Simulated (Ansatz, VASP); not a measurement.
One calculation of Sb, two programs

INCAR

```
PREC = Accurate
ENCUT = 520
EDIFF = 1E-8
ISMEAR = -1
SIGMA = 0.03
LREAL = F
LASPH = T
NELM = 100
ALGO = Normal
ISIF = 2
LWAVE = F
LCHARG = F
GGA = PS
LEFG = T
NBANDS = 8
```

The input KPOINTS:

```
regular mesh
0
Gamma
  14 14 14
```

The input POSCAR:

```
Sb
1.0
    0.0000000000      2.3202653455      2.3202653455
    2.3202653455      0.0000000000      2.3202653455
    2.3202653455      2.3202653455      0.0000000000
Sb
1
Direct
    0.0000000000      0.0000000000      0.0000000000
```

Input for Ansatz:

```yaml
crystal:
  lattice:
    - [0.0, 2.3202653455, 2.3202653455]
    - [2.3202653455, 0.0, 2.3202653455]
    - [2.3202653455, 2.3202653455, 0.0]
  atoms:
    - { symbol: Sb, position: [0.0, 0.0, 0.0] }
kpoints:
  mp_grid: { grid: [14, 14, 14] }
scf:
  occupations: { method: fermi_dirac, width: 0.03 }
hamiltonian:
  xc: pbesol
  pseudopotentials: { kind: all_electron, datasets: crystal }
output:
  forces: true
  stress: true
  eigenvalues: true
  efg: { contact_densities: true }
```

Change from the starting cell: volume scaled by 1.02, crystal datasets.

Alike in both runs: task electric field gradients; functional PBEsol; k mesh 14 × 14 × 14; occupations fermi-dirac, width 0.03 eV; no spin polarisation.

|  | VASP | Ansatz |
| --- | --- | --- |
| version | VASP 6.6.1 | Ansatz 0.2.0 |
| potentials or method | VASP PAW PBE potentials, release 64 (Sb), cutoff 520 eV | all-electron PAW with datasets made for the crystal, scalar-relativistic |

```tsv
	VASP	Ansatz	Ansatz less VASP
pressure (GPa)	3.4	3.4	-0.01
```

VASP's potentials were made for PBE, not for PBEsol. Ansatz ran all-electron here, and VASP with PAW potentials.

Neither program's run includes spin-orbit coupling.
